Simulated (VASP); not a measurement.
# Bi (P6_3/mmc) in VASP: further runs

Bi is run at these levels: PBEsol; tasks: single point.

Program: VASP 6.6.1. These are calculated values, not measurements. Logs are shortened: lines on timing, memory, paths and dates and some standing lists are left out, and cuts for length are marked.

### 1 The cell of the first run

The structure is hexagonal, space group P6_3/mmc (No. 194). Conventional cell: a = 3.325 Å, b = 3.325 Å, c = 11.086 Å, α = 90.00°, β = 90.00°, γ = 120.00°. Within 4.4 Å of Bi (site symmetry -3m) lie 12 Bi at 3.32 to 3.37 Å. Bi (site symmetry -6m2) has 12 Bi at 3.32 to 3.37 Å within 4.4 Å.

### 2 Single point, PBEsol (volume scaled by 0.88)

File INCAR:

```
SYSTEM = Bi
PREC     = Accurate       ! precision mode
ENCUT    = 520            ! plane-wave cutoff, eV
EDIFF    = 1E-6           ! SCF threshold, eV
ISMEAR   = -1             ! smearing method
SIGMA    = 0.1            ! smearing width, eV
LREAL    = .FALSE.        ! projectors in reciprocal space
LASPH    = .TRUE.         ! aspherical terms in the spheres
NELM     = 100            ! most SCF steps
ALGO     = Normal         ! electronic algorithm
ISIF     = 2              ! what is computed and relaxed
LWAVE    = .FALSE.        ! write WAVECAR
LCHARG   = .FALSE.        ! write CHGCAR
GGA      = PS             ! functional
NBANDS   = 38             ! bands
```

File KPOINTS:

```
regular mesh
0
G
  12 12 3
  0 0 0
```

File POSCAR:

```
Bi
1.0
    3.3245641135      0.0000000000      0.0000000000
   -1.6622820568      2.8791569788      0.0000000000
    0.0000000000      0.0000000000     11.0857458916
Bi
4
Direct
    0.0000000000      1.0000000000      0.0000000000
    0.0000000000      1.0000000000      0.5000000000
    0.3333333333      0.6666666667      0.2500000000
    0.6666666667      0.3333333333      0.7500000000
```

Potentials or basis: VASP PAW PBE potentials, release 64 (Bi_d).

Started as:

```
$ cat potpaw_PBE.64/Bi_d/POTCAR > POTCAR
$ mpirun -np 1 vasp_std > vasp.out
```

OUTCAR:

```text
SYSTEM = Bi
   PREC = Accurate
   ENCUT = 520
   EDIFF = 1E-6
   ISMEAR = -1
   LREAL = .FALSE.
   LASPH = .TRUE.
   NELM = 100
   ISIF = 2
   GGA = PS

 ion  position               nearest neighbor table
   1  0.000  0.000  0.000-   3 3.37   4 3.37   4 3.37   3 3.37   4 3.37   3 3.37
   2  0.000  0.000  0.500-   3 3.37   4 3.37   4 3.37   3 3.37   4 3.37   3 3.37
   3  0.333  0.667  0.250-   1 3.37   2 3.37   1 3.37   2 3.37   1 3.37   2 3.37
   4  0.667  0.333  0.750-   1 3.37   2 3.37   1 3.37   2 3.37   1 3.37   2 3.37

  LATTYP: Found a hexagonal cell.
 ALAT       =     3.3245641135
 C/A-ratio  =     3.3344960461

  Lattice vectors:

 A1 = (   3.3245641135,   0.0000000000,   0.0000000000)
 A2 = (  -1.6622820568,   2.8791569788,   0.0000000000)
 A3 = (   0.0000000000,   0.0000000000,  11.0857458916)

Analysis of symmetry for initial positions (statically):
=====================================================================
 Subroutine PRICEL returns:
 Original cell was already a primitive cell.

 Routine SETGRP: Setting up the symmetry group for a
 hexagonal supercell.

 Subroutine GETGRP returns: Found 24 space group operations
 (whereof 12 operations were pure point group operations)
 out of a pool of 24 trial point group operations.

The static configuration has the point symmetry D_3d.
 The point group associated with its full space group is D_6h.

Analysis of symmetry for dynamics (positions and initial velocities):
=====================================================================
 Subroutine PRICEL returns:
 Original cell was already a primitive cell.

 Routine SETGRP: Setting up the symmetry group for a
 hexagonal supercell.

 Subroutine GETGRP returns: Found 24 space group operations
 (whereof 12 operations were pure point group operations)
 out of a pool of 24 trial point group operations.

The dynamic configuration has the point symmetry D_3d.
 The point group associated with its full space group is D_6h.

 Subroutine INISYM returns: Found 24 space group operations
 (whereof 12 operations are pure point group operations),
 and found     1 'primitive' translations

----------------------------------------------------------------------------------------

                                     Primitive cell

  volume of cell :     106.1121

  direct lattice vectors                    reciprocal lattice vectors
[... 83 lines left out ...]
   ISTART =      0    job   : 0-new  1-cont  2-samecut
   ICHARG =      2    charge: 1-file 2-atom 10-const
   ISPIN  =      1    spin polarized calculation?
   LNONCOLLINEAR =      F non collinear calculations
   LSORBIT =      F    spin-orbit coupling
   LASPH  =      T    aspherical Exc in radial PAW
   ENCUT  =  520.0 eV  38.22 Ry    6.18 a.u.   6.18  6.18 20.61*2*pi/ulx,y,z
   NELM   =    100;   NELMIN=  2; NELMDL= -5     # of ELM steps
   EDIFF  = 0.1E-05   stopping-criterion for ELM
   LREAL  =      F    real-space projection
   EDIFFG = 0.1E-04   stopping-criterion for IOM
   NSW    =      0    number of steps for IOM
   IBRION =     -1    ionic relax: 0-MD 1-quasi-New 2-CG
   NFREE  =      0    steps in history (QN), initial steepest desc. (CG)
   ISIF   =      2    stress and relaxation
   ISYM   =      2    0-nonsym 1-usesym 2-fastsym
   POTIM  = 0.5000    time-step for ionic-motion
   TEBEG  =    0.0;   TEEND  =   0.0 temperature during run
   PSTRESS=    0.0 pullay stress
   NELECT =      60.0000    total number of electrons
   NUPDOWN=      -1.0000    fix difference up-down
   EMIN   =  10.00;   EMAX   =-10.00  energy-range for DOS
   EFERMI =   0.00;   METHOD = LEGACY
   ISMEAR =    -1;   SIGMA  =   0.10  broadening in eV -4-tet -1-fermi 0-gaus
   EFERMI_NEDOS =   21; number of points for ismear=-14 and -15
   IALGO  =     38    algorithm
   IMIX   =      4    mixing-type and parameters
     AMIX     =   0.40;   BMIX     =  1.00
     AMIX_MAG =   1.60;   BMIX_MAG =  1.00
  volume/ion in A,a.u.               =      26.53       179.02
  Fermi-wavevector in a.u.,A,eV,Ry     =   1.353745  2.558207 24.934391  1.832626
  Thomas-Fermi vector in A             =   2.480975
   LORBIT       =      0    0 simple, 1 ext, 2 COOP (PROOUT), +10 PAW based schemes
   GGA     = PS    functional components
   LHFCALC =     F    Hartree Fock is set to
   AEXX    =    0.0000 exact exchange contribution
   IVDW    =     0    specifies the selected vdW correction
   LEPSILON=     F    determine dielectric tensor
   LRPA    =     F    only Hartree local field effects (RPA)
 non-spin polarized calculation
  energy-cutoff  :      520.00
  volume of cell :      106.11
 maximum number of plane-waves:      2872
 NGX is ok and might be reduce to    28
   NGX = 13   NGY = 13   NGZ = 41

 number of electron      60.0000007 magnetization

 Free energy of the ion-electron system (eV)
  ---------------------------------------------------
  ext. energy  EPLUGINS =         0.00000000
  ---------------------------------------------------
  free energy    TOTEN  =       -16.43024343 eV

  energy without entropy =      -16.36337701  energy(sigma->0) =      -16.39681022

 E-fermi :   9.9558     XC(G=0): -11.2242

 val. band max:        9.9522365427   @ k =   0.4167   0.0833   0.3333
 cond. band min:      10.0074144284   @ k =   0.2500   0.1667   0.3333
 fundamental gap:      0.0551778858
 Fermi energy:         9.9557866905

 k-point     1 :       0.0000    0.0000    0.0000
  band No.  band energies     occupation
      1     -13.1960      2.00000
      2     -13.1911      2.00000
      3     -13.1910      2.00000
      4     -13.1893      2.00000
      5     -13.1889      2.00000
      6     -13.1889      2.00000
[... 973 lines left out ...]
     37      15.5678      0.00000
     38      15.6276      0.00000

 [... further k-points ...]
[... 5 lines left out ...]
  --------------------------------------------------------------------------------------
  -------------------------------------------------------------------------------------
  Total        6.6714582      6.6714582      6.5482439     -0.0000000      0.0000000      0.0000000
  in kB      100.7317495    100.7317495     98.8713476     -0.0000000      0.0000000      0.0000000
  external PRESSURE =     100.1116155 kB  Pullay stress =       0.0000000 kB

 VOLUME and BASIS-vectors are now :
 -----------------------------------------------------------------------------
  energy-cutoff  :      520.00
  volume of cell :      106.11
      direct lattice vectors                 reciprocal lattice vectors
     3.324564114  0.000000000  0.000000000     0.300791312  0.173661945  0.000000000
    -1.662282057  2.879156979  0.000000000     0.000000000  0.347323889  0.000000000
     0.000000000  0.000000000 11.085745892     0.000000000  0.000000000  0.090205928

 POSITION                                       TOTAL-FORCE (eV/Angst)
 -----------------------------------------------------------------------------------
      0.00000      0.00000      0.00000        -0.000000     -0.000000     -0.000000
      0.00000      0.00000      5.54287        -0.000000     -0.000000     -0.000000
     -0.00000      1.91944      2.77144         0.000000     -0.000000      0.000000
      1.66228      0.95972      8.31431        -0.000000      0.000000     -0.000000
 -----------------------------------------------------------------------------------
    total drift:                                0.000000     -0.000000      0.000000

  FREE ENERGIE OF THE ION-ELECTRON SYSTEM (eV)
  ---------------------------------------------------
  free  energy   TOTEN  =       -16.4302434280 eV

  energy  without entropy=      -16.3633770131  energy(sigma->0) =      -16.39681022
```

OSZICAR:

```text
N       E                     dE             d eps       ncg     rms          rms(c)
DAV:   1     0.743059158663E+03    0.74306E+03   -0.31109E+04  2894   0.210E+03
DAV:   2     0.696146706657E+02   -0.67344E+03   -0.66057E+03  2888   0.581E+02
DAV:   3    -0.124128506846E+02   -0.82028E+02   -0.79603E+02  3330   0.209E+02
DAV:   4    -0.162658427186E+02   -0.38530E+01   -0.38324E+01  3314   0.466E+01
DAV:   5    -0.164728411034E+02   -0.20700E+00   -0.20698E+00  4150   0.978E+00    0.103E+00
DAV:   6    -0.164420010832E+02    0.30840E-01   -0.81093E-02  3668   0.253E+00    0.531E-01
DAV:   7    -0.164308273357E+02    0.11174E-01   -0.26709E-02  3836   0.154E+00    0.154E-01
DAV:   8    -0.164302535567E+02    0.57378E-03   -0.21143E-03  3406   0.472E-01    0.142E-02
DAV:   9    -0.164302485744E+02    0.49822E-05   -0.95268E-05  4182   0.919E-02    0.635E-03
DAV:  10    -0.164302446374E+02    0.39370E-05   -0.76686E-06  3348   0.254E-02    0.250E-03
DAV:  11    -0.164302436190E+02    0.10185E-05   -0.41819E-07  1900   0.105E-02    0.417E-04
DAV:  12    -0.164302434280E+02    0.19091E-06   -0.21060E-07  1882   0.526E-03
   1 F= -.16430243E+02 E0= -.16396810E+02  d E =-.668664E-01
```

stdout:

```text
POSCAR found type information on POSCAR Bi
 POSCAR found :  1 types and       4 ions
 scaLAPACK will be used
 -----------------------------------------------------------------------------
|                                                                             |
|                                                                             |
|     You enforced a specific xc type in the INCAR file but a different       |
|     I HOPE YOU KNOW WHAT YOU ARE DOING!                                     |
|                                                                             |
 -----------------------------------------------------------------------------

 LDA part: xc-table for (Slater+PW92), standard interpolation
 POSCAR, INCAR and KPOINTS ok, starting setup
 FFT: planning ... GRIDC
 FFT: planning ... GRID_SOFT
 FFT: planning ... GRID
 WAVECAR not read
 entering main loop
```

It took 3.5 min on 1 thread of Intel Xeon 6975P-C, shared host; peak memory 0.3 GiB.

What came out:

* Free energy: -16.4302 eV
* Pressure: 10.0 GPa
* Band gap on the k mesh: zero (band 30 reaches 15.15 eV, above the bottom of band 31 at 7.62 eV)

Stress tensor (GPa, compression positive):
```
10.07  0.00  0.00
 0.00 10.07  0.00
 0.00  0.00  9.89
```

Caveat: the PAW data sets were made with another functional, which shifts forces and pressure a little; spin-orbit coupling is left out, which moves the levels of the heavy elements.

(Part 1 of 2 ends here.)
